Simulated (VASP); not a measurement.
# GaN (P6_3mc) in VASP: single point with PBE

Aim: the single point of GaN with PBE.

Everything below comes from runs of VASP 6.6.1. Logs are shortened: lines on timing, memory, paths and dates and some standing lists are left out, and cuts for length are marked.

**1. The cell of the first run**

It takes space group P6_3mc (No. 186, hexagonal). Conventional cell: a = 3.212 Å, b = 3.212 Å, c = 10.357 Å, α = 90.00°, β = 90.00°, γ = 120.00°. Within 2.6 Å of Ga (site symmetry 3m) lie 4 N at 1.95 to 2.00 Å. Within 2.6 Å of Ga (site symmetry 3m) lie 3 N at 1.94 Å. Within 2.6 Å of N (site symmetry 3m) lie 3 Ga at 1.95 Å. Within 2.6 Å of N (site symmetry 3m) lie 4 Ga at 1.94 to 2.00 Å.

**2. Single point, PBE**

INCAR reads:

```
SYSTEM = GaN
  ALGO = Normal
  EDIFF = 1E-7
  ENCUT = 520
  GGA = PE
  ISIF = 2
  ISMEAR = 0
  LASPH = .True.
  LCHARG = .True.
  LELF = .True.
  LREAL = .False.
  LVHAR = .True.
  LWAVE = .False.
  NBANDS = 46
  NELM = 60
  PREC = Accurate
  SIGMA = 0.01
```

KPOINTS reads:

```
k-points
0
Gamma
  6 6 2
  0 0 0
```

POSCAR reads:

```
GaN
1.0
    3.2115380000      0.0000000000      0.0000000000
   -1.6057690000      2.7812730000      0.0000000000
    0.0000000000      0.0000000000     10.3568400000
Ga N
4 4
Direct
    0.0000000000      0.0000000000      0.2858680000
    0.3333333333      0.6666666667      0.5373490000
    0.6666666667      0.3333333333      0.0373490000
    0.0000000000      0.0000000000      0.7858680000
    0.3333333333      0.6666666667      0.8437450000
    0.0000000000      0.0000000000      0.5930380000
    0.6666666667      0.3333333333      0.3437450000
    0.0000000000      0.0000000000      0.0930380000
```

Potentials or basis: VASP PAW PBE potentials, release 64 (Ga_d, N).

Launch:

```console
$ cat potpaw_PBE.64/Ga_d/POTCAR potpaw_PBE.64/N/POTCAR > POTCAR
$ mpirun -np 1 vasp_std > vasp.out
```

OUTCAR:

```text
SYSTEM = GaN
   EDIFF = 1E-7
   ENCUT = 520
   GGA = PE
   ISIF = 2
   ISMEAR = 0
   LASPH = .True.
   LREAL = .False.
   NELM = 60
   PREC = Accurate

 ion  position               nearest neighbor table
   1  0.000  0.000  0.286-   7 1.95   7 1.95   7 1.95   8 2.00
   2  0.333  0.667  0.537-   6 1.94   6 1.94   6 1.94
   3  0.667  0.333  0.037-   8 1.94   8 1.94   8 1.94
   4  0.000  0.000  0.786-   5 1.95   5 1.95   5 1.95   6 2.00
   5  0.333  0.667  0.844-   4 1.95   4 1.95   4 1.95
   6  0.000  0.000  0.593-   2 1.94   2 1.94   2 1.94   4 2.00
   7  0.667  0.333  0.344-   1 1.95   1 1.95   1 1.95
   8  0.000  0.000  0.093-   3 1.94   3 1.94   3 1.94   1 2.00

  LATTYP: Found a hexagonal cell.
 ALAT       =     3.2115380000
 C/A-ratio  =     3.2248847748

  Lattice vectors:

 A1 = (   3.2115380000,   0.0000000000,   0.0000000000)
 A2 = (  -1.6057690000,   2.7812730000,   0.0000000000)
 A3 = (   0.0000000000,   0.0000000000,  10.3568400000)

Analysis of symmetry for initial positions (statically):
=====================================================================
 Subroutine PRICEL returns:
 Original cell was already a primitive cell.

 Routine SETGRP: Setting up the symmetry group for a
 hexagonal supercell.

 Subroutine GETGRP returns: Found 12 space group operations
 (whereof  6 operations were pure point group operations)
 out of a pool of 24 trial point group operations.

The static configuration has the point symmetry C_3v.
 The point group associated with its full space group is C_6v.

Analysis of symmetry for dynamics (positions and initial velocities):
=====================================================================
 Subroutine PRICEL returns:
 Original cell was already a primitive cell.

 Routine SETGRP: Setting up the symmetry group for a
 hexagonal supercell.

 Subroutine GETGRP returns: Found 12 space group operations
 (whereof  6 operations were pure point group operations)
 out of a pool of 24 trial point group operations.

The dynamic configuration has the point symmetry C_3v.
 The point group associated with its full space group is C_6v.

 Subroutine INISYM returns: Found 12 space group operations
 (whereof  6 operations are pure point group operations),
 and found     1 'primitive' translations

----------------------------------------------------------------------------------------

                                     Primitive cell

  volume of cell :      92.5090

  direct lattice vectors                    reciprocal lattice vectors
     3.211538000  0.000000000  0.000000000     0.311377290  0.179773794  0.000000000
    -1.605769000  2.781273000  0.000000000     0.000000000  0.359547588  0.000000000
     0.000000000  0.000000000 10.356840000     0.000000000  0.000000000  0.096554548

  length of vectors
     3.211538000  3.211537573 10.356840000     0.359547541  0.359547588  0.096554548

  position of ions in fractional coordinates (direct lattice)
     0.000000000  0.000000000  0.285868000
     0.333333333  0.666666667  0.537349000
     0.666666667  0.333333333  0.037349000
     0.000000000  0.000000000  0.785868000
     0.333333333  0.666666667  0.843745000
     0.000000000  0.000000000  0.593038000
     0.666666667  0.333333333  0.343745000
     0.000000000  0.000000000  0.093038000

  ion indices of the primitive-cell ions
   primitive index   ion index
                 1           1
                 2           2
                 3           3
                 4           4
                 5           5
                 6           6
                 7           7
                 8           8

----------------------------------------------------------------------------------------

 KPOINTS: k-points

Automatic generation of k-mesh.
 Grid dimensions read from file:
 generate k-points for:    6    6    2

 Generating k-lattice:

  Cartesian coordinates                     Fractional coordinates (reciprocal lattice)
     0.051896215  0.029962299  0.000000000     0.166666667  0.000000000  0.000000000
     0.000000000  0.059924598  0.000000000     0.000000000  0.166666667  0.000000000
     0.000000000  0.000000000  0.048277274     0.000000000  0.000000000  0.500000000

  Length of vectors
     0.059924590  0.059924598  0.048277274

  Shift w.r.t. Gamma in fractional coordinates (k-lattice)
     0.000000000  0.000000000  0.000000000

 Subroutine IBZKPT returns following result:
 ===========================================

 Found     14 irreducible k-points:

 Following reciprocal coordinates:
            Coordinates               Weight
  0.000000  0.000000  0.000000      1.000000
  0.166667 -0.000000  0.000000      6.000000
  0.333333 -0.000000  0.000000      6.000000
  0.500000 -0.000000  0.000000      3.000000
  0.166667  0.166667  0.000000      6.000000
  0.333333  0.166667  0.000000     12.000000
  0.333333  0.333333  0.000000      2.000000
  0.000000  0.000000  0.500000      1.000000
  0.166667 -0.000000  0.500000      6.000000
  0.333333 -0.000000  0.500000      6.000000
  0.500000 -0.000000  0.500000      3.000000
  0.166667  0.166667  0.500000      6.000000
  0.333333  0.166667  0.500000     12.000000
  0.333333  0.333333  0.500000      2.000000
   k-points           NKPTS =     14   k-points in BZ     NKDIM =     14   number of bands    NBANDS=     46
   number of dos      NEDOS =    301   number of ions     NIONS =      8
   total plane-waves  NPLWV =  46080
   dimension x,y,z NGX =    24 NGY =   24 NGZ =   80
   dimension x,y,z NGXF=    48 NGYF=   48 NGZF=  160
   ions per type =               4   4
   NGX,Y,Z   is equivalent  to a cutoff of  12.42, 12.42, 12.84 a.u.
   NGXF,Y,Z  is equivalent  to a cutoff of  24.85, 24.85, 25.68 a.u.
 SYSTEM =  GaN
   PREC   = accura    normal or accurate (medium, high low for compatibility)
   ISTART =      0    job   : 0-new  1-cont  2-samecut
   ICHARG =      2    charge: 1-file 2-atom 10-const
   ISPIN  =      1    spin polarized calculation?
   LNONCOLLINEAR =      F non collinear calculations
   LSORBIT =      F    spin-orbit coupling
   LASPH  =      T    aspherical Exc in radial PAW
   ENCUT  =  520.0 eV  38.22 Ry    6.18 a.u.   5.97  5.97 19.26*2*pi/ulx,y,z
   NELM   =     60;   NELMIN=  2; NELMDL= -5     # of ELM steps
   EDIFF  = 0.1E-06   stopping-criterion for ELM
   LREAL  =      F    real-space projection
   EDIFFG = 0.1E-05   stopping-criterion for IOM
   NSW    =      0    number of steps for IOM
   IBRION =     -1    ionic relax: 0-MD 1-quasi-New 2-CG
   NFREE  =      0    steps in history (QN), initial steepest desc. (CG)
   ISIF   =      2    stress and relaxation
   ISYM   =      2    0-nonsym 1-usesym 2-fastsym
   POTIM  = 0.5000    time-step for ionic-motion
   TEBEG  =    0.0;   TEEND  =   0.0 temperature during run
   PSTRESS=    0.0 pullay stress
   NELECT =      72.0000    total number of electrons
   NUPDOWN=      -1.0000    fix difference up-down
   EMIN   =  10.00;   EMAX   =-10.00  energy-range for DOS
   EFERMI =   0.00;   METHOD = LEGACY
   ISMEAR =     0;   SIGMA  =   0.01  broadening in eV -4-tet -1-fermi 0-gaus
   EFERMI_NEDOS =   21; number of points for ismear=-14 and -15
   IALGO  =     38    algorithm
   IMIX   =      4    mixing-type and parameters
     AMIX     =   0.40;   BMIX     =  1.00
     AMIX_MAG =   1.60;   BMIX_MAG =  1.00
  volume/ion in A,a.u.               =      11.56        78.04
  Fermi-wavevector in a.u.,A,eV,Ry     =   1.505882  2.845705 30.853678  2.267681
  Thomas-Fermi vector in A             =   2.616673
   LORBIT       =      0    0 simple, 1 ext, 2 COOP (PROOUT), +10 PAW based schemes
   GGA     = PE    functional components
   LHFCALC =     F    Hartree Fock is set to
   AEXX    =    0.0000 exact exchange contribution
   IVDW    =     0    specifies the selected vdW correction
   LEPSILON=     F    determine dielectric tensor
   LRPA    =     F    only Hartree local field effects (RPA)
 non-spin polarized calculation
 Gauss-broadening in eV      SIGMA  =   0.01
  energy-cutoff  :      520.00
  volume of cell :       92.51
 maximum number of plane-waves:      2532
 NGX is ok and might be reduce to    24
   NGX = 11   NGY = 11   NGZ = 39

 number of electron      71.9999950 magnetization

 Free energy of the ion-electron system (eV)
  ---------------------------------------------------
  ext. energy  EPLUGINS =         0.00000000
  ---------------------------------------------------
  free energy    TOTEN  =       -46.33694549 eV

  energy without entropy =      -46.33694549  energy(sigma->0) =      -46.33694549

 E-fermi :   5.7845     XC(G=0): -11.7096

 val. band max:        5.6801684545   @ k =   0.0000   0.0000   0.0000
 cond. band min:       6.4941300123   @ k =   0.0000   0.0000   0.0000
 fundamental gap:      0.8139615578
 Fermi energy:         5.7845340363

 k-point     1 :       0.0000    0.0000    0.0000
  band No.  band energies     occupation
      1     -10.7088      2.00000
      2     -10.4198      2.00000
      3      -9.6161      2.00000
      4      -9.5198      2.00000
      5      -8.6997      2.00000
      6      -8.6997      2.00000
[... 38 lines left out ...]
     45      14.2846      0.00000
     46      15.0031      0.00000

 k-point     2 :       0.1667   -0.0000    0.0000
  band No.  band energies     occupation
      1     -10.4842      2.00000
      2     -10.2757      2.00000
      3      -9.4670      2.00000
      4      -9.4406      2.00000
      5      -8.7193      2.00000
      6      -8.7162      2.00000
[... 38 lines left out ...]
     45      14.3474      0.00000
     46      14.6741      0.00000

 k-point     3 :       0.3333   -0.0000    0.0000
  band No.  band energies     occupation
      1     -10.1424      2.00000
      2     -10.0727      2.00000
      3      -9.2768      2.00000
      4      -9.2589      2.00000
      5      -8.7014      2.00000
      6      -8.6892      2.00000
[... 528 lines left out ...]
     45      14.5337      0.00000
     46      14.5375      0.00000

 k-point    14 :       0.3333    0.3333    0.5000
  band No.  band energies     occupation
      1      -9.9900      2.00000
      2      -9.9900      2.00000
      3      -9.1819      2.00000
      4      -9.1819      2.00000
      5      -8.6559      2.00000
      6      -8.6559      2.00000
[... 38 lines left out ...]
     45      14.3776      0.00000
     46      14.3812      0.00000

------------------------ aborting loop because EDIFF is reached ----------------------------------------

  FORCE on cell =-STRESS in cart. coord.  units (eV):
  Direction    XX          YY          ZZ          XY          YZ          ZX
  --------------------------------------------------------------------------------------
  -------------------------------------------------------------------------------------
  Total       -1.5015070     -1.5015065      2.8360139      0.0000000      0.0000000      0.0000000
  in kB      -26.0048285    -26.0048192     49.1173566      0.0000000      0.0000000      0.0000000
  external PRESSURE =      -0.9640970 kB  Pullay stress =       0.0000000 kB

 VOLUME and BASIS-vectors are now :
 -----------------------------------------------------------------------------
  energy-cutoff  :      520.00
  volume of cell :       92.51
      direct lattice vectors                 reciprocal lattice vectors
     3.211538000  0.000000000  0.000000000     0.311377290  0.179773794  0.000000000
    -1.605769000  2.781273000  0.000000000     0.000000000  0.359547588  0.000000000
     0.000000000  0.000000000 10.356840000     0.000000000  0.000000000  0.096554548

 POSITION                                       TOTAL-FORCE (eV/Angst)
 -----------------------------------------------------------------------------------
      0.00000      0.00000      2.96069        -0.000000     -0.000000      0.025169
     -0.00000      1.85418      5.56524         0.000000     -0.000000     -0.139351
      1.60577      0.92709      0.38682        -0.000000     -0.000000     -0.139351
      0.00000      0.00000      8.13911         0.000000      0.000000      0.025169
     -0.00000      1.85418      8.73853        -0.000000      0.000000      0.327369
      0.00000      0.00000      6.14200        -0.000000     -0.000000     -0.213187
      1.60577      0.92709      3.56011         0.000000     -0.000000      0.327369
      0.00000      0.00000      0.96358         0.000000      0.000000     -0.213187
 -----------------------------------------------------------------------------------
    total drift:                                0.000001      0.000002     -0.002212

  FREE ENERGIE OF THE ION-ELECTRON SYSTEM (eV)
  ---------------------------------------------------
  free  energy   TOTEN  =       -46.3369454935 eV

  energy  without entropy=      -46.3369454935  energy(sigma->0) =      -46.33694549
```

Run time: 66 s. Hardware: 1 thread of Intel Xeon Platinum 8488C (Sapphire Rapids), shared host; peak memory 0.21 GiB.

What came out:

```
Free energy            : -46.3369 eV
Pressure               : -0.1 GPa
Largest force          : 0.327 eV/Å
Band gap on the k mesh : 0.81 eV
```

Forces in eV/Å, atoms in the order of the input:
```
Ga   0.000  0.000  0.025
Ga   0.000  0.000 -0.139
Ga   0.000  0.000 -0.139
Ga   0.000  0.000  0.025
N    0.000  0.000  0.327
N    0.000  0.000 -0.213
N    0.000  0.000  0.327
N    0.000  0.000 -0.213
```

Levels at points of the mesh, in eV from the valence-band top:
```
           k point  band 34  band 35  band 36  band 37  band 38  band 39
(0.00, 0.00, 0.00)    -0.54    -0.54     0.00     0.81     3.31     3.51
(0.50, 0.00, 0.00)    -1.93    -1.52    -0.75     1.94     2.44     4.70
(0.00, 0.00, 0.50)    -0.56    -0.56    -0.56     2.25     2.25     3.62
(0.50, 0.00, 0.50)    -1.77    -1.40    -1.40     2.48     2.48     4.49
```
